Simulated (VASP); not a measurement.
Write the native input for VASP 6.6.1 that does the following.

```
Task                   : single point
Functional             : PBE
Potentials or basis    : VASP PAW PBE potentials, release 64 (Cu)
Cutoff                 : 520 eV
k mesh                 : 20 × 20 × 20
Occupations            : fermi-dirac, width 0.1 eV
Spin                   : no spin polarisation
Dipole correction      : no
Further INCAR settings : ALGO = Normal; EDIFF = 1e-07; NBANDS = 12
```

The structure of Cu lies in POSCAR:

```
Cu
1.0
    0.0000000000      1.8147994276      1.8147994276
    1.8147994276      0.0000000000      1.8147994276
    1.8147994276      1.8147994276      0.0000000000
Cu
1
Direct
    0.0000000000      0.0000000000      0.0000000000
```

These files were run (other wordings do the same):

INCAR

```
  PREC = Accurate
  ENCUT = 520
  EDIFF = 1E-7
  ISMEAR = -1
  SIGMA = 0.1
  LREAL = F
  LASPH = T
  NELM = 60
  ALGO = Normal
  ISIF = 2
  LWAVE = F
  LCHARG = F
  GGA = PE
  NBANDS = 12
```

KPOINTS

```
Automatic mesh
0
Gamma
  20 20 20
```

Potentials or basis: VASP PAW PBE potentials, release 64 (Cu).

Launch:

```bash
$ cat potpaw_PBE.64/Cu/POTCAR > POTCAR
$ mpirun -np 1 vasp_std > vasp.out
```

Results of the run:

* Pressure: 0.6 GPa

Run time: 17 s on 1 thread of Intel(R) Xeon(R) Platinum 8559C (Emerald Rapids), on a shared host, peak memory 0.14 GiB.
